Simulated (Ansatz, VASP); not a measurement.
**Two plane-wave programs on C3O**

File INCAR:

```
ALGO = Fast ; EDIFF = 1E-6
ENCUT = 520 ; GGA = PE
ISIF = 2 ; ISMEAR = 0
IVDW = 12 ; LASPH = True
LCHARG = False ; LREAL = False
LWAVE = False ; NBANDS = 17
NELM = 100 ; PREC = Accurate
SIGMA = 0.1
```

Contents of KPOINTS:

```
k-points
0
Gamma
  8 8 2
```

File POSCAR:

```
C3O
1.0
    1.4505693300     -2.0148353900      0.0000000000
    1.4505693300      2.0148353900      0.0000000000
    0.0000000000      0.0000000000      7.9618748400
C O
3 1
Direct
    0.5000000000      0.5000000000      0.7422130100
    0.0000000000      0.0000000000      0.5000000000
    0.5000000000      0.5000000000      0.2577869900
    0.0000000000      0.0000000000      0.0000000000
```

Input for Ansatz:

```yaml
crystal:
  lattice:
    - [1.45056933, -2.01483539, 0.0]
    - [1.45056933, 2.01483539, 0.0]
    - [0.0, 0.0, 7.96187484]
  atoms:
    - { symbol: C, position: [0.5, 0.5, 0.74221301] }
    - { symbol: C, position: [0.0, 0.0, 0.5] }
    - { symbol: C, position: [0.5, 0.5, 0.25778699] }
    - { symbol: O, position: [0.0, 0.0, 0.0] }
basis:
  ecutwfc: 420
kpoints:
  mp_grid: { grid: [8, 8, 2] }
hamiltonian:
  xc: pbe
  dispersion: d3bj
scf:
  occupations: { method: gaussian, width: 0.1 }
  lower_state_search: "off"
output:
  forces: true
  stress: true
  eigenvalues: true
```

Change from the starting cell: species swapped into the AlV3 type (Cmmm, No. 65).

Alike in both runs: task single point; functional PBE; dispersion D3(BJ); k mesh 8 × 8 × 2; occupations gaussian, width 0.1 eV; no spin polarisation.

|  | VASP | Ansatz |
| --- | --- | --- |
| version | VASP 6.6.1 | Ansatz 0.2.0 |
| potentials or method | VASP PAW PBE potentials, release 64 (C, O), cutoff 520 eV | scalar-relativistic, plane waves, PAW |
| valence electrons in the cell | 18 | 18 |

|  | VASP | Ansatz | Ansatz less VASP |
| --- | --- | --- | --- |
| gap on the k mesh at the Fermi level (eV) | none | none | - |
| rms of the force components (eV/Å) | 0.182 | 0.182 | +0.0002 |

Atom by atom the forces differ by 0.000 eV/Å (rms over components). A gap of «none» marks a metal or a gap that the smearing closes.

The k mesh is coarse, so the values compare programs but aren't converged.
